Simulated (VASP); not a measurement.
# BiB2As: single point with PBE

The system is BiB2As.

```
CELL_PARAMETERS angstrom
3.55970 0.00000 0.00000
0.00000 3.55970 0.00000
0.00000 0.00000 5.09410
ATOMIC_POSITIONS crystal
As 0.00000 0.00000 0.00000
B 0.00000 0.50000 0.78099
B 0.50000 0.00000 0.21901
Bi 0.50000 0.50000 0.50000
```

| Item | Value |
| --- | --- |
| Program | VASP 6.6.1 |
| Task | single point |
| Functional | PBE |
| Potentials or basis | VASP PAW PBE potentials, release 64 (As, B, Bi_d) |
| Cutoff | 520 eV |
| k mesh | 6 × 6 × 4 |
| Occupations | gaussian, width 0.01 eV |
| Spin | no spin polarisation |
| Dipole correction | no |
| Further INCAR settings | ALGO = Normal; EDIFF = 1e-07; NBANDS = 21 |

| Quantity | Value |
| --- | --- |
| Pressure | 7.1 GPa |
| Largest force | 0.068 eV/Å |
| Band gap on the k mesh | 0.30 eV (least direct gap 0.80 eV) |

Forces in eV/Å, atoms in the order of the input:
```
As   0.000  0.000  0.000
B    0.000  0.000  0.068
B    0.000  0.000 -0.068
Bi   0.000  0.000  0.000
```

Levels at points of the mesh, in eV from the valence-band top:
```tsv
k point	band 9	band 10	band 11	band 12	band 13	band 14	band 15	band 16	band 17	band 18
(0.00, 0.00, 0.00)	-4.41	-4.41	-0.47	0.00	0.00	0.80	0.84	2.27	2.93	2.93
(0.50, 0.00, 0.00)	-6.75	-5.12	-5.11	-3.10	-1.22	1.73	3.59	4.68	4.90	5.15
(0.50, 0.50, 0.00)	-8.68	-4.75	-4.18	-4.18	-3.56	0.30	0.86	0.86	1.48	9.17
(0.00, 0.00, 0.50)	-4.49	-3.72	-3.72	-1.94	-1.94	0.56	1.16	3.51	3.71	6.22
(0.50, 0.00, 0.50)	-8.54	-3.07	-2.20	-1.90	-0.98	1.12	1.42	3.41	4.33	4.47
(0.50, 0.50, 0.50)	-8.26	-5.47	-5.47	-5.27	-4.98	4.25	4.37	4.37	4.57	5.68
```

It took 25 s on 1 thread of Intel(R) Xeon(R) 6975P-C (Granite Rapids), with other jobs on the host, peak memory 0.19 GiB.

Caveat: the cell stands under pressure; spin-orbit coupling is left out, which moves the levels of the heavy elements. A k mesh can miss the band edges.
